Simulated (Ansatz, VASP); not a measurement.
Two plane-wave programs on Sn

```
Sn
1.0
    -1.75235    1.75268    2.14879
     1.75235   -1.75268    2.14879
     1.75235    1.75268   -2.14879
Sn
1
Direct
  0.00000 0.00000 0.00000
```

Alike in both runs: task single point; functional PBEsol; k mesh 6 × 6 × 6; occupations gaussian, width 0.1 eV; no spin polarisation.

|  | VASP | Ansatz |
| --- | --- | --- |
| version | VASP 6.6.1 | Ansatz 0.2.0 |
| potentials or method | VASP PAW PBE potentials, release 64 (Sn_d), cutoff 500 eV | scalar-relativistic, plane waves, PAW |
| valence electrons in the cell | 14 | 14 |

VASP gave:

* gap on the k mesh at the Fermi level (eV): none
* pressure (GPa): 0.4
* traceless stress, the component that is largest in VASP (GPa): -5.48

Which values does Ansatz return?

gap on the k mesh at the Fermi level (eV): none; pressure (GPa): 0.5; traceless stress, the component that is largest in VASP (GPa): -5.48.

VASP's potentials were made for PBE, not for PBEsol, and Ansatz warns of the same on its side. A gap of «none» marks a metal or a gap that the smearing closes.

The k mesh is coarse, so the values compare programs but aren't converged.
